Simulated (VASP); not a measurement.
Write the native input for VASP 6.6.1 that does the following.

```yaml
Task: single point
Functional: PBEsol
Potentials_or_basis: VASP PAW PBE potentials, release 64 (Sn_d, Te)
Cutoff: 520 eV
k_mesh: 4 × 4 × 4
Occupations: fermi-dirac, width 0.02 eV
Spin: no spin polarisation
Dipole_correction: no
Further_INCAR_settings: ALGO = Normal; EDIFF = 1e-06; NBANDS = 20
```

The structure of SnTe2 lies in POSCAR:

```
SnTe2
1.0
    2.0883103927      1.2056865674      6.2909642825
   -2.0883103927      1.2056865674      6.2909642825
    0.0000000000     -2.4113731348      6.2909642825
Sn Te
1 2
Direct
    0.0000000000      0.0000000000      0.0000000000
    0.2413664390      0.2413664390      0.2413664390
    0.7586335610      0.7586335610      0.7586335610
```

These files were run (other wordings do the same):

INCAR

```
SYSTEM = SnTe2
PREC     = Accurate       ! precision mode
ENCUT    = 520            ! plane-wave cutoff, eV
EDIFF    = 1E-6           ! SCF threshold, eV
ISMEAR   = -1             ! smearing method
SIGMA    = 0.02           ! smearing width, eV
LREAL    = .FALSE.        ! projectors in reciprocal space
LASPH    = .TRUE.         ! aspherical terms in the spheres
NELM     = 60             ! most SCF steps
ALGO     = Normal         ! electronic algorithm
ISIF     = 2              ! what is computed and relaxed
LWAVE    = .FALSE.        ! write WAVECAR
LCHARG   = .FALSE.        ! write CHGCAR
GGA      = PS             ! functional
NBANDS   = 20             ! bands
```

KPOINTS

```
Automatic mesh
0
G
  4 4 4
  0 0 0
```

Potentials or basis: VASP PAW PBE potentials, release 64 (Sn_d, Te).

Run with:

```console
$ cat potpaw_PBE.64/Sn_d/POTCAR potpaw_PBE.64/Te/POTCAR > POTCAR
$ mpirun -np 1 vasp_std > vasp.out
```

Results of the run:

| Item | Value |
| --- | --- |
| Pressure | -0.3 GPa |
| Largest force | 0.078 eV/Å |
| Band gap on the k mesh | zero (band 13 reaches 6.17 eV, above the bottom of band 14 at 5.69 eV) |

Caveat: the k points lie up to 0.44 Å⁻¹ apart; the PAW data sets were made with another functional, which shifts forces and pressure a little; spin-orbit coupling is left out, which moves the levels of the heavy elements.

Wall time 25 s on 1 thread of Intel(R) Xeon(R) 6975P-C (Granite Rapids) (shared host), peak memory 0.33 GiB.
